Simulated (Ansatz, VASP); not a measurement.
## One calculation of PtSe2, two programs

Contents of INCAR:

```
PREC = Accurate
ENCUT = 600
EDIFF = 1E-6
ISMEAR = 0
SIGMA = 0.1
LREAL = F
LASPH = T
NELM = 80
ALGO = Normal
ISIF = 3
LWAVE = F
LCHARG = F
GGA = PE
IBRION = 2
NSW = 100
EDIFFG = -0.01
```

The input KPOINTS:

```
Automatic mesh
0
Gamma
  10 10 4
```

POSCAR

```
PtSe2
1.0
    3.6051328973      0.0000000000      0.0000000000
    0.0000000000      3.6051328973      0.0000000000
    0.0000000000      0.0000000000     10.7687406491
Pt Se
2 4
Direct
    0.5000000000      0.0000000000      0.4245728303
    0.0000000000      0.5000000000      0.5754271697
    0.0000000000      0.0000000000      0.0000000000
    0.5000000000      0.5000000000      0.0000000000
    0.5000000000      0.0000000000      0.6563300005
    0.0000000000      0.5000000000      0.3436699995
```

Input for Ansatz:

```yaml
crystal:
  lattice:
    - [3.6051328973, 0.0, 0.0]
    - [0.0, 3.6051328973, 0.0]
    - [0.0, 0.0, 10.7687406491]
  atoms:
    - { symbol: Pt, position: [0.5, 0.0, 0.4245728303] }
    - { symbol: Pt, position: [0.0, 0.5, 0.5754271697] }
    - { symbol: Se, position: [0.0, 0.0, 0.0] }
    - { symbol: Se, position: [0.5, 0.5, 0.0] }
    - { symbol: Se, position: [0.5, 0.0, 0.6563300005] }
    - { symbol: Se, position: [0.0, 0.5, 0.3436699995] }
basis:
  ecutwfc: 420
kpoints:
  mp_grid: { grid: [10, 10, 4] }
hamiltonian:
  xc: pbe
scf:
  occupations: { method: gaussian, width: 0.1 }
output:
  forces: true
  stress: true
  eigenvalues: true
relax:
  adjacent_minimum: "off"
  f_tol: 0.01
  max_steps: 80
  cell: { stress_tol: 0.05 }
```

Alike in both runs: task relaxation of cell and atoms; functional PBE; k mesh 10 × 10 × 4; occupations gaussian, width 0.1 eV; no spin polarisation.

|  | VASP | Ansatz |
| --- | --- | --- |
| version | VASP 6.6.1 | Ansatz 0.2.0 |
| potentials or method | VASP PAW PBE potentials, release 64 (Pt, Se), cutoff 600 eV | scalar-relativistic, plane waves, PAW |
| valence electrons in the cell | 44 | 100 |

VASP gave:

```
gap on the k mesh at the Fermi level, each at its own relaxed structure (eV) : none
relaxed volume (Å³/atom)                                                     : 23.34
relaxed cell length with the largest relative difference (Å)                 : 10.773
```

Task: What did Ansatz give for the same quantities?

Result: gap on the k mesh at the Fermi level, each at its own relaxed structure (eV): none; relaxed volume (Å³/atom): 23.33; relaxed cell length with the largest relative difference (Å): 10.769.

A gap of «none» marks a metal or a gap that the smearing closes. VASP's potentials hold 44 valence electrons a cell and Ansatz's 100, so a difference there can come from the potentials and not from the codes.

Spin-orbit coupling is off throughout.
